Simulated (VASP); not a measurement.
The system is Ti.

```
Ti
1.0
     4.56737    0.00000    0.00000
    -2.28369    3.95546    0.00000
     0.00000    0.00000    2.82624
Ti
3
Cartesian
  2.2837 1.3185 1.4131
  0.0000 2.6370 1.4131
  0.0000 0.0000 0.0000
```

This isn't the form of Ti at room conditions, which is hcp.

- Program: VASP 6.6.1
- Task: relaxation of cell and atoms
- Functional: revPBE
- Potentials or basis: VASP PAW PBE potentials, release 64 (Ti_sv)
- Cutoff: 600 eV
- k mesh: 7 × 7 × 9
- Occupations: fermi-dirac, width 0.05 eV
- Spin: no spin polarisation

At the start: pressure 2.9 GPa; volume 17.02 Å³/atom.

Question: How do energy, volume and symmetry change on relaxing?

Answer: Over 5 steps the energy falls by 4.1 meV/atom and the volume is 17.46 Å³/atom (+2.6 %); space group P6/mmm (No. 191, to 0.1 Å) before and after.

The path:
| step | energy change (eV) | largest force (eV/Å) | pressure (GPa) | volume (Å³) |
| --- | --- | --- | --- | --- |
| 1 | 0.0000 | 0.0000 | 2.86 | 51.06 |
| 2 | -0.0068 | 0.0000 | -1.80 | 53.33 |
| 3 | -0.0121 | 0.0000 | -0.09 | 52.42 |
| 4 | -0.0121 | 0.0000 | 0.02 | 52.38 |
| 5 | -0.0122 | 0.0000 | 0.05 | 52.38 |

Final structure:
```yaml
crystal:
  lattice:
    - [4.60958, 0.00000, 0.00000]
    - [-2.30479, 3.99201, 0.00000]
    - [0.00000, 0.00000, 2.84665]
  atoms:
    - { symbol: Ti, position: [0.66667, 0.33333, 0.50000] }
    - { symbol: Ti, position: [0.33333, 0.66667, 0.50000] }
    - { symbol: Ti, position: [0.00000, 0.00000, 0.00000] }
```

Caveat: the PAW data sets were made with another functional, which shifts forces and pressure a little.
